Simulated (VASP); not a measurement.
A run of VASP 6.6.1 is set up as follows.

The input INCAR:

```
SYSTEM = As
PREC = Accurate
ENCUT = 400
EDIFF = 1E-6
ISMEAR = 0
SIGMA = 0.02
LREAL = .FALSE.
LASPH = .TRUE.
NELM = 120
ALGO = Normal
ISIF = 2
LWAVE = .FALSE.
LCHARG = .FALSE.
LDIPOL = .TRUE.
IDIPOL = 3
DIPOL = 0.5 0.5 0.500
GGA = PE
IVDW = 12
NBANDS = 22
GGA_COMPAT = .FALSE.
NELMDL = -8
```

The input KPOINTS:

```
regular mesh
0
G
  9 9 1
  0 0 0
```

Contents of POSCAR:

```
As
1.0
    3.5716238352      0.0000000000      0.0000000000
   -1.7858119176      3.0312546345      0.0000000000
    0.0000000000      0.0000000000     28.5742411176
As
2
Direct
    0.3326450591      0.6652901182      0.4753691678
    0.6673549409      0.3347098818      0.5246308322
```

Potentials or basis: VASP PAW PBE potentials, release 64 (As_d).

Command:

```console
$ cat potpaw_PBE.64/As_d/POTCAR > POTCAR
$ mpirun -np 1 vasp_std > vasp.out
```

Question: Estimate the dispersion energy per atom.

Answer: -0.216 eV.

Question: Estimate the band gap on the k mesh.

Answer: 1.25 eV (least direct gap 2.03 eV).

Question: Predict the largest force.

Answer: 0.022 eV/Å.

Forces in eV/Å, atoms in the order of the input:
```
As   0.000 -0.008 -0.020
As   0.000  0.008  0.020
```

Caveat: the cell differs from its parent crystal (strain along y -0.020, then relaxed in part).
